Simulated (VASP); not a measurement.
# Nb2PdSe5 (P31m) in VASP: further runs, part 2 of 2

VASP 6.6.1. The steps go on from the part before.

## Step 3: Single point, PBE (34.08 Å³/atom)

This run uses another cell than the first one, of 34.08 Å³/atom.

File INCAR:

```
ALGO = Normal
EDIFF = 1E-6
ENCUT = 500
GGA = PE
GGA_COMPAT = False
ISIF = 2
ISMEAR = 0
LASPH = True
LCHARG = False
LREAL = False
LWAVE = False
NBANDS = 43
NELM = 120
PREC = Accurate
SIGMA = 0.02
```

File KPOINTS:

```
k-points
0
Gamma
  6 6 4
```

File POSCAR:

```
Nb2PdSe5
1.0
    6.8431148397      0.0000000000      0.0000000000
   -3.4215574198      5.9263112922      0.0000000000
    0.0000000000      0.0000000000      6.7221760619
Nb Pd Se
2 1 5
Direct
    0.3333333333      0.6666666667      0.7578233184
    0.6666666667      0.3333333333      0.7578233184
    0.0000000000      0.0000000000      0.7836858455
    0.3333333333      0.6666666667      0.4174236136
    0.6666666667      0.3333333333      0.4174236136
    0.3363692680      0.0000000000      0.9141801402
    0.0000000000      0.3363692680      0.9141801402
    0.6636307320      0.6636307320      0.9141801402
```

Potentials or basis: VASP PAW PBE potentials, release 64 (Nb_sv, Pd, Se).

Command:

```bash
$ cat potpaw_PBE.64/Nb_sv/POTCAR potpaw_PBE.64/Pd/POTCAR potpaw_PBE.64/Se/POTCAR > POTCAR
$ mpirun -np 1 vasp_std > vasp.out
```

OUTCAR:

```text
EDIFF = 1E-6
   ENCUT = 500
   GGA = PE
   ISIF = 2
   ISMEAR = 0
   LASPH = True
   LREAL = False
   NELM = 120
   PREC = Accurate

 ion  position               nearest neighbor table
   1  0.333  0.667  0.758-   4 2.29   6 2.50   7 2.50   8 2.50
   2  0.667  0.333  0.758-   5 2.29   7 2.50   6 2.50   8 2.50
   3  0.000  0.000  0.784-   7 2.46   6 2.46   8 2.46
   4  0.333  0.667  0.417-   1 2.29
   5  0.667  0.333  0.417-   2 2.29
   6  0.336  0.000  0.914-   3 2.46   1 2.50   2 2.50
   7  0.000  0.336  0.914-   3 2.46   2 2.50   1 2.50
   8  0.664  0.664  0.914-   3 2.46   2 2.50   1 2.50

  LATTYP: Found a hexagonal cell.
 ALAT       =     6.8431148397
 C/A-ratio  =     0.9823269402

  Lattice vectors:

 A1 = (   6.8431148397,   0.0000000000,   0.0000000000)
 A2 = (  -3.4215574198,   5.9263112922,   0.0000000000)
 A3 = (   0.0000000000,   0.0000000000,   6.7221760619)

Analysis of symmetry for initial positions (statically):
[... 188 lines left out ...]
 cond. band min:       2.2057930863   @ k =  -0.3333  -0.3333   0.2500
 fundamental gap:      0.5929313322
 Fermi energy:         1.7116732716

 k-point     1 :       0.0000    0.0000    0.0000
  band No.  band energies     occupation
      1     -53.7377      2.00000
      2     -53.7348      2.00000
      3     -29.8720      2.00000
      4     -29.8720      2.00000
      5     -29.8346      2.00000
      6     -29.8346      2.00000
[... 1093 lines left out ...]
     42       4.7009      0.00000
     43       5.3382      0.00000

------------------------ aborting loop because EDIFF is reached ----------------------------------------

  FORCE on cell =-STRESS in cart. coord.  units (eV):
  Direction    XX          YY          ZZ          XY          YZ          ZX
  --------------------------------------------------------------------------------------
  -------------------------------------------------------------------------------------
  Total        0.4863211      0.4863211      0.4142239      0.0000000      0.0000000     -0.0000000
  in kB        2.8581533      2.8581533      2.4344314      0.0000000      0.0000000     -0.0000000
  external PRESSURE =       2.7169127 kB  Pullay stress =       0.0000000 kB

 VOLUME and BASIS-vectors are now :
 -----------------------------------------------------------------------------
  energy-cutoff  :      500.00
  volume of cell :      272.61
      direct lattice vectors                 reciprocal lattice vectors
     6.843114840  0.000000000  0.000000000     0.146132284  0.084369513  0.000000000
    -3.421557420  5.926311292  0.000000000     0.000000000  0.168739027  0.000000000
     0.000000000  0.000000000  6.722176062     0.000000000  0.000000000  0.148761352

 POSITION                                       TOTAL-FORCE (eV/Angst)
 -----------------------------------------------------------------------------------
     -0.00000      3.95087      5.09422         0.000000      0.000000      0.003323
      3.42156      1.97544      5.09422         0.000000      0.000000      0.003323
      0.00000      0.00000      5.26807         0.000000     -0.000000     -0.014165
     -0.00000      3.95087      2.80600         0.000000      0.000000     -0.000104
      3.42156      1.97544      2.80600         0.000000      0.000000     -0.000104
      2.30181      0.00000      6.14528         0.005622      0.000000      0.002576
     -1.15091      1.99343      6.14528        -0.002811      0.004869      0.002576
      2.27065      3.93288      6.14528        -0.002811     -0.004869      0.002576
 -----------------------------------------------------------------------------------
    total drift:                                0.000003      0.000006      0.000382

  FREE ENERGIE OF THE ION-ELECTRON SYSTEM (eV)
  ---------------------------------------------------
  free  energy   TOTEN  =       -45.9442665383 eV

  energy  without entropy=      -45.9442665383  energy(sigma->0) =      -45.94426654
```

OSZICAR:

```text
N       E                     dE             d eps       ncg     rms          rms(c)
DAV:   1     0.518062449849E+03    0.51806E+03   -0.30005E+04  2192   0.130E+03
DAV:   2     0.278101732637E+01   -0.51528E+03   -0.49446E+03  2768   0.372E+02
DAV:   3    -0.454326498129E+02   -0.48214E+02   -0.47487E+02  2984   0.106E+02
DAV:   4    -0.495241003927E+02   -0.40915E+01   -0.40700E+01  3688   0.303E+01
DAV:   5    -0.496672148446E+02   -0.14311E+00   -0.14303E+00  3101   0.388E+00    0.142E+01
DAV:   6    -0.488543874592E+02    0.81283E+00   -0.28039E+01  3693   0.247E+01    0.139E+01
DAV:   7    -0.464851287091E+02    0.23693E+01   -0.15431E+01  3522   0.239E+01    0.773E+00
DAV:   8    -0.460161808822E+02    0.46895E+00   -0.18998E+00  2445   0.984E+00    0.380E+00
DAV:   9    -0.459575447923E+02    0.58636E-01   -0.95913E-01  3168   0.575E+00    0.143E+00
DAV:  10    -0.459423325872E+02    0.15212E-01   -0.12989E-01  3084   0.227E+00    0.668E-01
DAV:  11    -0.459437156064E+02   -0.13830E-02   -0.13783E-02  3152   0.707E-01    0.235E-01
DAV:  12    -0.459441634832E+02   -0.44788E-03   -0.25492E-03  2826   0.347E-01    0.640E-02
DAV:  13    -0.459442029467E+02   -0.39464E-04   -0.24864E-04  2912   0.108E-01    0.291E-02
DAV:  14    -0.459442632626E+02   -0.60316E-04   -0.13426E-04  2385   0.641E-02    0.136E-02
DAV:  15    -0.459442653295E+02   -0.20669E-05   -0.13336E-05  3112   0.187E-02    0.576E-03
DAV:  16    -0.459442668618E+02   -0.15323E-05   -0.27710E-06  2101   0.102E-02    0.211E-03
DAV:  17    -0.459442665383E+02    0.32357E-06   -0.39284E-07  1536   0.523E-03
   1 F= -.45944267E+02 E0= -.45944267E+02  d E =-.589378E-14
```

stdout:

```text
POSCAR found type information on POSCAR NbPdSe
 POSCAR found :  3 types and       8 ions
 scaLAPACK will be used
 LDA part: xc-table for (Slater+PW92), standard interpolation
 POSCAR, INCAR and KPOINTS ok, starting setup
 FFT: planning ... GRIDC
 FFT: planning ... GRID_SOFT
 FFT: planning ... GRID
 WAVECAR not read
 entering main loop
```

It took 11 min on 1 thread of Oxide Virtual Turin-like, shared host; peak memory 0.46 GiB.

What came out:

| Quantity | Value |
| --- | --- |
| Free energy | -45.9443 eV |
| Pressure | 0.3 GPa |
| Largest force | 0.014 eV/Å |
| Band gap on the k mesh | 0.59 eV (least direct gap 0.79 eV) |

Forces in eV/Å, atoms in the order of the input:
```
Nb   0.000  0.000  0.003
Nb   0.000  0.000  0.003
Pd   0.000  0.000 -0.014
Se   0.000  0.000  0.000
Se   0.000  0.000  0.000
Se   0.006  0.000  0.003
Se  -0.003  0.005  0.003
Se  -0.003 -0.005  0.003
```

## Step 4: Single point, PBE (35.16 Å³/atom)

This run uses another cell than the first one, of 35.16 Å³/atom.

File INCAR:

```
SYSTEM = Nb2PdSe5
ALGO = Normal
EDIFF = 1E-6
ENCUT = 500
GGA = PE
GGA_COMPAT = .False.
ISIF = 2
ISMEAR = 0
LASPH = .True.
LCHARG = .False.
LREAL = .False.
LWAVE = .False.
NBANDS = 43
NELM = 120
PREC = Accurate
SIGMA = 0.02
```

File KPOINTS:

```
k-points
0
Gamma
  6 6 4
  0 0 0
```

File POSCAR:

```
Nb2PdSe5
1.0
    6.8648038076      0.0000000000      0.0000000000
   -3.4324019038      5.9450944894      0.0000000000
    0.0000000000      0.0000000000      6.8929505130
Nb Pd Se
2 1 5
Direct
    0.3333333333      0.6666666667      0.7571400441
    0.6666666667      0.3333333333      0.7571400441
    0.0000000000      0.0000000000      0.7857758491
    0.3333333333      0.6666666667      0.4252240128
    0.6666666667      0.3333333333      0.4252240128
    0.3371674780      0.0000000000      0.9087387224
    0.0000000000      0.3371674780      0.9087387224
    0.6628325220      0.6628325220      0.9087387224
```

Command:

```bash
$ cat potpaw_PBE.64/Nb_sv/POTCAR potpaw_PBE.64/Pd/POTCAR potpaw_PBE.64/Se/POTCAR > POTCAR
$ mpirun -np 1 vasp_std > vasp.out
```

It took 9.9 min on 1 thread of Oxide Virtual Turin-like, shared host; peak memory 0.46 GiB.

It converged, with:

```yaml
Free_energy: -45.9544 eV
Pressure: 0.1 GPa
Largest_force: 0.012 eV/Å
Band_gap_on_the_k_mesh: 0.64 eV (least direct gap 0.80 eV)
```

Forces on the atoms (eV/Å):
```
Nb   0.000  0.000  0.003
Nb   0.000  0.000  0.003
Pd   0.000  0.000 -0.012
Se   0.000  0.000  0.000
Se   0.000  0.000  0.000
Se   0.006  0.000  0.002
Se  -0.003  0.005  0.002
Se  -0.003 -0.005  0.002
```

Levels at points of the mesh, in eV from the valence-band top:
| k point | band 31 | band 32 | band 33 | band 34 | band 35 | band 36 |
| --- | --- | --- | --- | --- | --- | --- |
| (0.00, 0.00, 0.00) | -1.05 | -0.76 | -0.76 | 1.38 | 1.38 | 1.56 |
| (0.50, 0.00, 0.00) | -0.86 | -0.51 | -0.12 | 0.73 | 0.84 | 1.32 |
| (0.00, 0.00, 0.50) | -1.05 | -0.67 | -0.67 | 1.33 | 1.33 | 1.76 |
| (0.50, 0.00, 0.50) | -0.71 | -0.41 | 0.00 | 0.80 | 0.98 | 1.19 |

## Step 5: Summary

| task | cell | k mesh | smearing | gap on the mesh (eV) | pressure (GPa) | largest force (eV/Å) |
| --- | --- | --- | --- | --- | --- | --- |
| relaxation of cell and atoms | relaxed from a = 6.233, b = 6.233, c = 6.760 Å, angles 90.0, 90.0, 120.0°, 8 atoms, atomic positions A | 3 × 3 × 4 | gaussian 0.1 eV | 0.87 | 0.1 | 0.04 |
| single point | a = 6.843, b = 6.843, c = 6.722 Å, angles 90.0, 90.0, 120.0°, 8 atoms, atomic positions B | 6 × 6 × 4 | gaussian 0.02 eV | 0.59 | 0.3 | 0.01 |
| single point | a = 6.865, b = 6.865, c = 6.893 Å, angles 90.0, 90.0, 120.0°, 8 atoms, atomic positions C | 6 × 6 × 4 | gaussian 0.02 eV | 0.64 | 0.1 | 0.01 |

Alike in all rows: level PBE; potentials or basis VASP PAW PBE potentials, release 64 (Nb_sv, Pd, Se); no spin polarisation; cutoff (eV) 500.

Caveats: the volume moved by over 15 % at a fixed basis, so the end points are rough (at least some runs).

Total energies depend on the potentials used, so only differences within one code and one set of settings carry meaning.
